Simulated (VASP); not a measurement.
# Zr (Im-3m) in VASP: notebook

The runs below take Zr through single point, with PBEsol.

All numbers are computed with VASP 6.6.1; they aren't measurements. Logs are shortened: lines on timing, memory, paths and dates and some standing lists are left out, and cuts for length are marked.

**1. The cell of the first run**

The structure is cubic, space group Im-3m (No. 229). Conventional cell: a = 2.886 Å, b = 2.886 Å, c = 2.886 Å, α = 90.00°, β = 90.00°, γ = 90.00°. Within 3.3 Å of Zr (site symmetry m-3m) lie 14 Zr at 2.50 to 2.89 Å.

**2. Single point, PBEsol (volume scaled by 0.55)**

Contents of INCAR:

```
PREC = Accurate ; ENCUT = 520
EDIFF = 1E-6 ; ISMEAR = -1
SIGMA = 0.08 ; LREAL = F
LASPH = T ; NELM = 60
ALGO = Normal ; ISIF = 2
LWAVE = F ; LCHARG = F
GGA = PS ; NBANDS = 12
```

Contents of KPOINTS:

```
Automatic mesh
0
Gamma
  15 15 15
```

Contents of POSCAR:

```
Zr
1.0
   -1.4430846570      1.4430846570      1.4430846570
    1.4430846570     -1.4430846570      1.4430846570
    1.4430846570      1.4430846570     -1.4430846570
Zr
1
Direct
    0.0000000000      0.0000000000      0.0000000000
```

Potentials or basis: VASP PAW PBE potentials, release 64 (Zr_sv).

Started as:

```console
$ cat potpaw_PBE.64/Zr_sv/POTCAR > POTCAR
$ mpirun -np 1 vasp_std > vasp.out
```

OUTCAR:

```text
PREC = Accurate
   ENCUT = 520
   EDIFF = 1E-6
   ISMEAR = -1
   LREAL = F
   LASPH = T
   NELM = 60
   ISIF = 2
   GGA = PS

 ion  position               nearest neighbor table
   1  0.000  0.000  0.000-

  LATTYP: Found a body centered cubic cell.
 ALAT       =     2.8861693140

  Lattice vectors:

 A1 = (  -1.4430846570,   1.4430846570,   1.4430846570)
 A2 = (   1.4430846570,  -1.4430846570,   1.4430846570)
 A3 = (   1.4430846570,   1.4430846570,  -1.4430846570)

Analysis of symmetry for initial positions (statically):
=====================================================================
 Subroutine PRICEL returns:
 Original cell was already a primitive cell.

 Routine SETGRP: Setting up the symmetry group for a
 body centered cubic supercell.

 Subroutine GETGRP returns: Found 48 space group operations
 (whereof 48 operations were pure point group operations)
 out of a pool of 48 trial point group operations.

The static configuration has the point symmetry O_h .

Analysis of symmetry for dynamics (positions and initial velocities):
=====================================================================
 Subroutine PRICEL returns:
 Original cell was already a primitive cell.

 Routine SETGRP: Setting up the symmetry group for a
 body centered cubic supercell.

 Subroutine GETGRP returns: Found 48 space group operations
 (whereof 48 operations were pure point group operations)
 out of a pool of 48 trial point group operations.

The dynamic configuration has the point symmetry O_h .

 Subroutine INISYM returns: Found 48 space group operations
 (whereof 48 operations are pure point group operations),
 and found     1 'primitive' translations

----------------------------------------------------------------------------------------

                                     Primitive cell

  volume of cell :      12.0209

  direct lattice vectors                    reciprocal lattice vectors
    -1.443084657  1.443084657  1.443084657     0.000000000  0.346480019  0.346480019
     1.443084657 -1.443084657  1.443084657     0.346480019  0.000000000  0.346480019
     1.443084657  1.443084657 -1.443084657     0.346480019  0.346480019  0.000000000

  length of vectors
     2.499495946  2.499495946  2.499495946     0.489996743  0.489996743  0.489996743

  position of ions in fractional coordinates (direct lattice)
     0.000000000  0.000000000  0.000000000

  ion indices of the primitive-cell ions
   primitive index   ion index
                 1           1

----------------------------------------------------------------------------------------

 KPOINTS: Automatic mesh

Automatic generation of k-mesh.
 Grid dimensions read from file:
 generate k-points for:   15   15   15

 Generating k-lattice:

  Cartesian coordinates                     Fractional coordinates (reciprocal lattice)
     0.000000000  0.023098668  0.023098668     0.066666667  0.000000000  0.000000000
     0.023098668  0.000000000  0.023098668     0.000000000  0.066666667  0.000000000
     0.023098668  0.023098668  0.000000000     0.000000000  0.000000000  0.066666667

  Length of vectors
     0.032666450  0.032666450  0.032666450

  Shift w.r.t. Gamma in fractional coordinates (k-lattice)
     0.000000000  0.000000000  0.000000000

 Subroutine IBZKPT returns following result:
 ===========================================

 Found    120 irreducible k-points:

 Following reciprocal coordinates:
            Coordinates               Weight
  0.000000  0.000000  0.000000      1.000000
  0.066667  0.000000  0.000000     12.000000
  0.133333  0.000000  0.000000     12.000000
  0.200000  0.000000  0.000000     12.000000
  0.266667  0.000000  0.000000     12.000000
  0.333333  0.000000  0.000000     12.000000
[... 16 lines left out ...]
  0.333333  0.200000  0.000000     48.000000
  0.400000  0.200000  0.000000     24.000000
 [... further k-points ...]
   k-points           NKPTS =    120   k-points in BZ     NKDIM =    120   number of bands    NBANDS=     12
   number of dos      NEDOS =    301   number of ions     NIONS =      1
   total plane-waves  NPLWV =   8000
   dimension x,y,z NGX =    20 NGY =   20 NGZ =   20
   dimension x,y,z NGXF=    40 NGYF=   40 NGZF=   40
   ions per type =               1
   NGX,Y,Z   is equivalent  to a cutoff of  13.30, 13.30, 13.30 a.u.
   NGXF,Y,Z  is equivalent  to a cutoff of  26.60, 26.60, 26.60 a.u.
 SYSTEM =  unknown system
   PREC   = accura    normal or accurate (medium, high low for compatibility)
   ISTART =      0    job   : 0-new  1-cont  2-samecut
   ICHARG =      2    charge: 1-file 2-atom 10-const
   ISPIN  =      1    spin polarized calculation?
   LNONCOLLINEAR =      F non collinear calculations
   LSORBIT =      F    spin-orbit coupling
   LASPH  =      T    aspherical Exc in radial PAW
   ENCUT  =  520.0 eV  38.22 Ry    6.18 a.u.   4.65  4.65  4.65*2*pi/ulx,y,z
   NELM   =     60;   NELMIN=  2; NELMDL= -5     # of ELM steps
   EDIFF  = 0.1E-05   stopping-criterion for ELM
   LREAL  =      F    real-space projection
   EDIFFG = 0.1E-04   stopping-criterion for IOM
   NSW    =      0    number of steps for IOM
   IBRION =     -1    ionic relax: 0-MD 1-quasi-New 2-CG
   NFREE  =      0    steps in history (QN), initial steepest desc. (CG)
   ISIF   =      2    stress and relaxation
   ISYM   =      2    0-nonsym 1-usesym 2-fastsym
   POTIM  = 0.5000    time-step for ionic-motion
   TEBEG  =    0.0;   TEEND  =   0.0 temperature during run
   PSTRESS=    0.0 pullay stress
   NELECT =      12.0000    total number of electrons
   NUPDOWN=      -1.0000    fix difference up-down
   EMIN   =  10.00;   EMAX   =-10.00  energy-range for DOS
   EFERMI =   0.00;   METHOD = LEGACY
   ISMEAR =    -1;   SIGMA  =   0.08  broadening in eV -4-tet -1-fermi 0-gaus
   EFERMI_NEDOS =   21; number of points for ismear=-14 and -15
   IALGO  =     38    algorithm
   IMIX   =      4    mixing-type and parameters
     AMIX     =   0.40;   BMIX     =  1.00
     AMIX_MAG =   1.60;   BMIX_MAG =  1.00
  volume/ion in A,a.u.               =      12.02        81.12
  Fermi-wavevector in a.u.,A,eV,Ry     =   1.636151  3.091877 36.422671  2.676991
  Thomas-Fermi vector in A             =   2.727505
   LORBIT       =      0    0 simple, 1 ext, 2 COOP (PROOUT), +10 PAW based schemes
   GGA     = PS    functional components
   LHFCALC =     F    Hartree Fock is set to
   AEXX    =    0.0000 exact exchange contribution
   IVDW    =     0    specifies the selected vdW correction
   LEPSILON=     F    determine dielectric tensor
   LRPA    =     F    only Hartree local field effects (RPA)
 non-spin polarized calculation
  energy-cutoff  :      520.00
  volume of cell :       12.02
 maximum number of plane-waves:       335
   NGX =  9   NGY =  9   NGZ =  9

 number of electron      12.0000000 magnetization

 Free energy of the ion-electron system (eV)
  ---------------------------------------------------
  ext. energy  EPLUGINS =         0.00000000
  ---------------------------------------------------
  free energy    TOTEN  =        -6.06734946 eV

  energy without entropy =       -6.06010567  energy(sigma->0) =       -6.06372757

 E-fermi :  18.0583     XC(G=0): -14.6237

 val. band max:       18.0396301890   @ k =   0.1333   0.1333   0.0000
 cond. band min:      18.0814886245   @ k =  -0.2667   0.2667   0.1333
 fundamental gap:      0.0418584355
 Fermi energy:        18.0582531852

 k-point     1 :       0.0000    0.0000    0.0000
  band No.  band energies     occupation
      1     -30.8636      2.00000
      2      -5.3069      2.00000
      3      -5.3069      2.00000
      4      -5.3069      2.00000
      5      13.7622      2.00000
      6      19.0610      0.00001
      7      19.0610      0.00001
      8      19.0610      0.00001
      9      23.7694      0.00000
     10      23.7694      0.00000
     11      32.2732      0.00000
     12      32.2732      0.00000

 k-point     2 :       0.0667    0.0000    0.0000
  band No.  band energies     occupation
      1     -30.8016      2.00000
      2      -5.6116      2.00000
      3      -5.3931      2.00000
      4      -5.3144      2.00000
      5      14.1099      2.00000
      6      18.8076      0.00017
      7      18.9981      0.00002
      8      19.4005      0.00000
      9      23.2685      0.00000
     10      23.7187      0.00000
     11      32.6475      0.00000
     12      32.8264      0.00000

 k-point     3 :       0.1333    0.0000    0.0000
  band No.  band energies     occupation
      1     -30.6226      2.00000
      2      -6.4303      2.00000
      3      -5.6299      2.00000
      4      -5.3357      2.00000
      5      14.9045      2.00000
      6      18.1667      0.40974
      7      18.8142      0.00016
      8      20.3926      0.00000
      9      22.6224      0.00000
     10      23.6401      0.00000
     11      33.6149      0.00000
     12      34.3659      0.00000
[... 286 lines left out ...]
 k-point    23 :       0.3333    0.2000    0.0000
  band No.  band energies     occupation
      1     -29.1341      2.00000
      2     -10.4339      2.00000
      3      -8.0254      2.00000
      4      -5.9998      2.00000
      5      14.5833      2.00000
      6      16.5199      2.00000
      7      20.7761      0.00000
      8      23.7866      0.00000
      9      26.6245      0.00000
     10      32.6045      0.00000
     11      35.1294      0.00000
     12      38.1770      0.00000

 k-point    24 :       0.4000    0.2000    0.0000
  band No.  band energies     occupation
      1     -29.0655      2.00000
      2     -10.5499      2.00000
      3      -8.1675      2.00000
      4      -6.0173      2.00000
      5      14.4624      2.00000
      6      16.5284      2.00000
      7      20.9903      0.00000
      8      23.9037      0.00000
      9      26.9833      0.00000
     10      33.8837      0.00000
     11      34.3373      0.00000
     12      37.3352      0.00000

 [... further k-points ...]
[... 5 lines left out ...]
  --------------------------------------------------------------------------------------
  -------------------------------------------------------------------------------------
  Total       11.6463718     11.6463718     11.6463718      0.0000000      0.0000000     -0.0000000
  in kB     1552.2648191   1552.2648191   1552.2648191      0.0000000      0.0000000     -0.0000000
  external PRESSURE =    1552.2648191 kB  Pullay stress =       0.0000000 kB

 VOLUME and BASIS-vectors are now :
 -----------------------------------------------------------------------------
  energy-cutoff  :      520.00
  volume of cell :       12.02
      direct lattice vectors                 reciprocal lattice vectors
    -1.443084657  1.443084657  1.443084657     0.000000000  0.346480019  0.346480019
     1.443084657 -1.443084657  1.443084657     0.346480019  0.000000000  0.346480019
     1.443084657  1.443084657 -1.443084657     0.346480019  0.346480019  0.000000000

 POSITION                                       TOTAL-FORCE (eV/Angst)
 -----------------------------------------------------------------------------------
      0.00000      0.00000      0.00000        -0.000000      0.000000     -0.000000
 -----------------------------------------------------------------------------------
    total drift:                                0.000000     -0.000000     -0.000000

  FREE ENERGIE OF THE ION-ELECTRON SYSTEM (eV)
  ---------------------------------------------------
  free  energy   TOTEN  =        -6.0673494613 eV

  energy  without entropy=       -6.0601056699  energy(sigma->0) =       -6.06372757
```

Wall time 22 s (1 thread of Intel Xeon 8259CL, shared host); peak memory 0.13 GiB.

Results:

- Free energy: -6.0673 eV
- Pressure: 155.2 GPa
- Band gap on the k mesh: zero (band 6 reaches 19.06 eV, above the bottom of band 7 at 16.72 eV)

Caveat: the cell differs from its parent crystal (volume scaled by 0.55); the PAW data sets were made with another functional, which shifts forces and pressure a little.

**3. Single point, PBEsol**

Contents of INCAR:

```
SYSTEM = Zr
PREC = Accurate
ENCUT = 520
EDIFF = 1E-6
ISMEAR = -1
SIGMA = 0.08
LREAL = .FALSE.
LASPH = .TRUE.
NELM = 60
ALGO = Normal
ISIF = 2
LWAVE = .FALSE.
LCHARG = .FALSE.
GGA = PS
NBANDS = 12
```

Contents of KPOINTS:

```
Automatic mesh
0
G
  15 15 15
  0 0 0
```

Contents of POSCAR:

```
Zr
1.0
   -1.5257218470      1.5257218470      1.5257218470
    1.5257218470     -1.5257218470      1.5257218470
    1.5257218470      1.5257218470     -1.5257218470
Zr
1
Direct
    0.0000000000      0.0000000000      0.0000000000
```

Potentials or basis: VASP PAW PBE potentials, release 64 (Zr_sv).

Started as:

```console
$ cat potpaw_PBE.64/Zr_sv/POTCAR > POTCAR
$ mpirun -np 1 vasp_std > vasp.out
```

Run time: 24 s. Hardware: 1 thread of Intel Xeon 8259CL, shared host; peak memory 0.14 GiB.

The run converged. Its results:

```
Free energy            : -7.6211 eV
Pressure               : 80.9 GPa
Band gap on the k mesh : zero (band 6 reaches 16.32 eV, above the bottom of band 7 at 14.04 eV)
```

Levels at points of the mesh, in eV from the Fermi level:
```tsv
k point	band 3	band 4	band 5	band 6	band 7	band 8	band 9	band 10
(0.00, 0.00, 0.00)	-24.10	-24.10	-5.19	1.12	1.12	1.12	5.18	5.18
```

Caveat: the PAW data sets were made with another functional, which shifts forces and pressure a little.

**4. Single point, PBEsol**

This run uses another cell than the first one, of 14.21 Å³/atom, 1.182 times its volume.

Contents of INCAR:

```
SYSTEM = Zr
PREC = Accurate
ENCUT = 520
EDIFF = 1E-6
ISMEAR = -1
SIGMA = 0.08
LREAL = .False.
LASPH = .True.
NELM = 60
ALGO = Normal
ISIF = 2
LWAVE = .False.
LCHARG = .False.
GGA = PS
NBANDS = 12
```

Contents of KPOINTS:

```
Automatic mesh
0
Gamma
  15 15 15
  0.5 0.5 0.5
```

POSCAR is that of step 3.

Started as:

```console
$ cat potpaw_PBE.64/Zr_sv/POTCAR > POTCAR
$ mpirun -np 1 vasp_std > vasp.out
```

It took 25 s on 1 thread of Intel Xeon 8259CL, shared host; peak memory 0.14 GiB.

The run converged. Its results:

```
Free energy            : -7.6179 eV
Pressure               : 82.4 GPa
Band gap on the k mesh : zero (band 6 reaches 16.29 eV, above the bottom of band 7 at 13.99 eV)
```

Levels at points of the mesh, in eV from the Fermi level:
| k point | band 2 | band 3 | band 4 | band 5 | band 6 | band 7 | band 8 | band 9 | band 10 | band 11 |
| --- | --- | --- | --- | --- | --- | --- | --- | --- | --- | --- |
| (0.50, 0.50, 0.50) | -26.60 | -26.60 | -26.60 | -5.34 | -5.34 | 9.55 | 9.55 | 9.55 | 12.44 | 12.44 |

Caveat: the PAW data sets were made with another functional, which shifts forces and pressure a little.

**5. Single point, PBEsol (volume scaled by 0.75)**

Contents of INCAR:

```
PREC     = Accurate       # precision mode
ENCUT    = 520            # plane-wave cutoff, eV
EDIFF    = 1E-6           # SCF threshold, eV
ISMEAR   = -1             # smearing method
SIGMA    = 0.08           # smearing width, eV
LREAL    = False          # projectors in reciprocal space
LASPH    = True           # aspherical terms in the spheres
NELM     = 60             # most SCF steps
ALGO     = Normal         # electronic algorithm
ISIF     = 2              # what is computed and relaxed
LWAVE    = False          # write WAVECAR
LCHARG   = True           # write CHGCAR
GGA      = PS             # functional
LELF     = True           # ELF
LVHAR    = True         
NBANDS   = 12             # bands
```

Contents of KPOINTS:

```
Automatic mesh
0
Gamma
  15 15 15
```

Contents of POSCAR:

```
Zr
1.0
   -1.6002628893      1.6002628893      1.6002628893
    1.6002628893     -1.6002628893      1.6002628893
    1.6002628893      1.6002628893     -1.6002628893
Zr
1
Direct
    0.0000000000      0.0000000000      0.0000000000
```

Potentials or basis: VASP PAW PBE potentials, release 64 (Zr_sv).

Started as:

```console
$ cat potpaw_PBE.64/Zr_sv/POTCAR > POTCAR
$ mpirun -np 1 vasp_std > vasp.out
```

OUTCAR:

```text
PREC = Accurate
   ENCUT = 520
   EDIFF = 1E-6
   ISMEAR = -1
   LREAL = False
   LASPH = True
   NELM = 60
   ISIF = 2
   GGA = PS

 ion  position               nearest neighbor table
   1  0.000  0.000  0.000-

  LATTYP: Found a body centered cubic cell.
 ALAT       =     3.2005257786

  Lattice vectors:

 A1 = (  -1.6002628893,   1.6002628893,   1.6002628893)
 A2 = (   1.6002628893,  -1.6002628893,   1.6002628893)
[... 528 lines left out ...]
      1     -34.4145      2.00000
      2     -14.0627      2.00000
      3     -12.9214      2.00000
      4     -11.9430      2.00000
      5      10.3038      2.00000
      6      11.9063      2.00000
      7      14.4094      0.00000
      8      17.6791      0.00000
      9      19.4418      0.00000
     10      24.4629      0.00000
     11      26.2086      0.00000
     12      27.5800      0.00000

 [... further k-points ...]
[... 5 lines left out ...]
  --------------------------------------------------------------------------------------
  -------------------------------------------------------------------------------------
  Total        4.3628516      4.3628516      4.3628516      0.0000000     -0.0000000     -0.0000000
  in kB      426.4292945    426.4292945    426.4292945      0.0000000     -0.0000000     -0.0000000
  external PRESSURE =     426.4292945 kB  Pullay stress =       0.0000000 kB

 VOLUME and BASIS-vectors are now :
 -----------------------------------------------------------------------------
  energy-cutoff  :      520.00
  volume of cell :       16.39
      direct lattice vectors                 reciprocal lattice vectors
    -1.600262889  1.600262889  1.600262889     0.000000000  0.312448663  0.312448663
     1.600262889 -1.600262889  1.600262889     0.312448663  0.000000000  0.312448663
     1.600262889  1.600262889 -1.600262889     0.312448663  0.312448663  0.000000000

 POSITION                                       TOTAL-FORCE (eV/Angst)
 -----------------------------------------------------------------------------------
      0.00000      0.00000      0.00000        -0.000000     -0.000000      0.000000
 -----------------------------------------------------------------------------------
    total drift:                                0.000000      0.000000     -0.000000

  FREE ENERGIE OF THE ION-ELECTRON SYSTEM (eV)
  ---------------------------------------------------
  free  energy   TOTEN  =        -8.4420701822 eV

  energy  without entropy=       -8.4235765770  energy(sigma->0) =       -8.43282338
```

stdout:

```text
POSCAR found type information on POSCAR Zr
 POSCAR found :  1 types and       1 ions
 scaLAPACK will be used
 -----------------------------------------------------------------------------
|                                                                             |
|                                                                             |
|     You enforced a specific xc type in the INCAR file but a different       |
|     I HOPE YOU KNOW WHAT YOU ARE DOING!                                     |
|                                                                             |
 -----------------------------------------------------------------------------

 LDA part: xc-table for (Slater+PW92), standard interpolation
 POSCAR, INCAR and KPOINTS ok, starting setup
 FFT: planning ... GRIDC
 FFT: planning ... GRID_SOFT
 FFT: planning ... GRID
 WAVECAR not read
 entering main loop
```

Run time: 28 s. Hardware: 1 thread of Intel Xeon 8259CL, shared host; peak memory 0.15 GiB.

Results:

```yaml
Free_energy: -8.4421 eV
Pressure: 42.6 GPa
Band_gap_on_the_k_mesh: zero (band 6 reaches 14.19 eV, above the bottom of band 7 at 12.09 eV)
```

Caveat: the cell differs from its parent crystal (volume scaled by 0.75); the PAW data sets were made with another functional, which shifts forces and pressure a little.

**6. Overview**

```tsv
cell	k mesh	gap on the mesh (eV)	pressure (GPa)
a = 2.499 Å, angles 109.5°, 1 atom	15 × 15 × 15	none	155.2
a = 2.643 Å, angles 109.5°, 1 atom	15 × 15 × 15	none	80.9
a = 2.643 Å, angles 109.5°, 1 atom	15 × 15 × 15, shifted	none	82.4
a = 2.772 Å, angles 109.5°, 1 atom	15 × 15 × 15	none	42.6
```

Alike in all rows: task single point; level PBEsol; potentials or basis VASP PAW PBE potentials, release 64 (Zr_sv); no spin polarisation; cutoff (eV) 520; smearing fermi-dirac 0.08 eV.

Caveats: the PAW data sets were made with another functional, which shifts forces and pressure a little.

Absolute energies hang on the potentials; compare differences alone.
